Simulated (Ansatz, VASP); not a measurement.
One calculation of TaN, two programs

```
CELL_PARAMETERS angstrom
2.93800 0.00000 0.00000
-1.46900 2.67796 0.00000
0.00000 0.00000 2.88300
ATOMIC_POSITIONS crystal
Ta 0.33333 0.66667 0.50000
N 0.00000 0.00000 0.00000
```

Change from the starting cell: strain +0.0525 x Voigt [0, 1, 0, 0, 0, 0], atoms carried along.

Alike in both runs: task single point; functional PBEsol; k mesh 18 × 18 × 16; occupations gaussian, width 0.15 eV; no spin polarisation.

|  | VASP | Ansatz |
| --- | --- | --- |
| version | VASP 6.6.1 | Ansatz 0.2.0 |
| potentials or method | VASP PAW PBE potentials, release 64 (Ta_pv, N), cutoff 520 eV | scalar-relativistic, plane waves, PAW |
| valence electrons in the cell | 16 | 18 |

Ansatz gave:

```
gap on the k mesh at the Fermi level (eV)                     : none
pressure (GPa)                                                : -19.3
traceless stress, the component that is largest in VASP (GPa) : -14.48
rms of the force components (eV/Å)                            : 0.005
```

**Question.** What did VASP give for the same quantities?

**Answer.** gap on the k mesh at the Fermi level (eV): none; pressure (GPa): -18.7; traceless stress, the component that is largest in VASP (GPa): -14.56; rms of the force components (eV/Å): 0.002.

VASP's potentials were made for PBE, not for PBEsol. Atom by atom the forces differ by 0.004 eV/Å (rms over components). A gap of «none» marks a metal or a gap that the smearing closes. VASP's potentials hold 16 valence electrons a cell and Ansatz's 18, so a difference there can come from the potentials and not from the codes.

Spin-orbit coupling is off throughout.
